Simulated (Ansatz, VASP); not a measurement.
# One calculation of H21ClO10, two programs

```
O H Cl
1.0
     7.05400    0.00000    0.00000
     0.00000    7.05400    0.00000
     0.00000    0.00000    7.05400
O H Cl
10 21 1
Direct
  0.14714 0.79864 0.23215
  0.54323 0.73335 0.31326
  0.04158 0.34233 0.63688
  0.93581 0.31188 0.00433
  0.83639 0.69041 0.06024
  0.51131 0.14111 0.57845
  0.30017 0.09117 0.03909
  0.66480 0.06203 0.11059
  0.81422 0.96289 0.68198
  0.25175 0.95122 0.70673
  0.18922 0.91904 0.17205
  0.26997 0.73511 0.25354
  0.52418 0.67332 0.43995
  0.57545 0.86703 0.33592
  0.96375 0.41501 0.54928
  0.16041 0.41796 0.64827
  0.89845 0.44666 0.02693
  0.96081 0.31230 0.86444
  0.73387 0.67874 0.15716
  0.95704 0.72561 0.13125
  0.38712 0.05107 0.63183
  0.63580 0.08433 0.62732
  0.23450 0.21253 0.05421
  0.44134 0.10014 0.06819
  0.76195 0.16040 0.07390
  0.72039 0.94054 0.06744
  0.94741 0.99356 0.65595
  0.81644 0.86137 0.77745
  0.29297 0.81543 0.70701
  0.26322 0.99817 0.84370
  0.49576 0.27675 0.61973
  0.42186 0.54249 0.68785
```

Alike in both runs: functional PBEsol; k mesh 1 × 1 × 1; occupations fermi-dirac, width 0.05 eV; no spin polarisation.

Ansatz relaxed the structure, and its values are those at the end. VASP's run is a single point on that final structure, the one shown.

```csv
,VASP,Ansatz
version,VASP 6.6.1,Ansatz 0.2.0
potentials or method,"VASP PAW PBE potentials, release 64 (O_h, H_h, Cl), cutoff 1000 eV","scalar-relativistic, plane waves, PAW"
valence electrons in the cell,88,88
```

```csv
,VASP,Ansatz,Ansatz less VASP
gap on the k mesh at the Fermi level (eV),4.87,4.87,-0.004
rms of the force components (eV/Å),0.075,0.078,+0.0036
```

VASP's potentials were made for PBE, not for PBEsol. Ansatz's warnings: xc potential rough in thin density.
